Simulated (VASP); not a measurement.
## W5F: single point with PBEsol

W5F, a slab with vacuum:

```
W F
1.0
     3.15436    0.00000    0.00000
     0.00000    3.15436    0.00000
     0.00000    0.00000   25.30872
W F
5 1
Direct
  0.50000 0.50000 0.33585
  0.00000 0.00000 0.39817
  0.50000 0.50000 0.45913
  0.00000 0.00000 0.52330
  0.50000 0.50000 0.57849
  0.50000 0.50000 0.62993
```

```
Program                : VASP 6.6.1
Task                   : single point
Functional             : PBEsol
Potentials or basis    : VASP PAW PBE potentials, release 64 (W_sv, F)
Cutoff                 : 520 eV
k mesh                 : 9 × 9 × 1
Occupations            : gaussian, width 0.1 eV
Spin                   : no spin polarisation
Dipole correction      : yes
Further INCAR settings : ALGO = Normal; EDIFF = 1e-06; NBANDS = 48
```

```json
{
  "Largest force": "87.529 eV/Å",
  "Band gap on the k mesh": "zero (an odd number of electrons rules out a gap without spin polarisation)"
}
```

Forces on the atoms (eV/Å):
```
W     0.000   0.000   1.722
W     0.000   0.000  -1.484
W     0.000   0.000  -0.849
W     0.000   0.000  -1.578
W     0.000   0.000 -85.341
F     0.000   0.000  87.529
```

Levels at points of the mesh, in eV from the Fermi level:
| k point | band 36 | band 37 | band 38 | band 39 | band 40 | band 41 | band 42 | band 43 |
| --- | --- | --- | --- | --- | --- | --- | --- | --- |
| (0.00, 0.00, 0.00) | -0.62 | -0.62 | -0.44 | -0.27 | -0.25 | 0.34 | 0.36 | 0.36 |

Run time: 2.9 min on 1 thread of Intel(R) Xeon(R) 6975P-C (Granite Rapids), on a shared host, peak memory 0.39 GiB.

Caveat: atoms lie so close that the PAW spheres overlap strongly, which falsifies energies and pressures; the PAW data sets were made with another functional, which shifts forces and pressure a little; spin-orbit coupling is left out, which moves the levels of the heavy elements; an odd number of electrons without spin polarisation forces a metal; a magnetic or distorted state may lie lower.
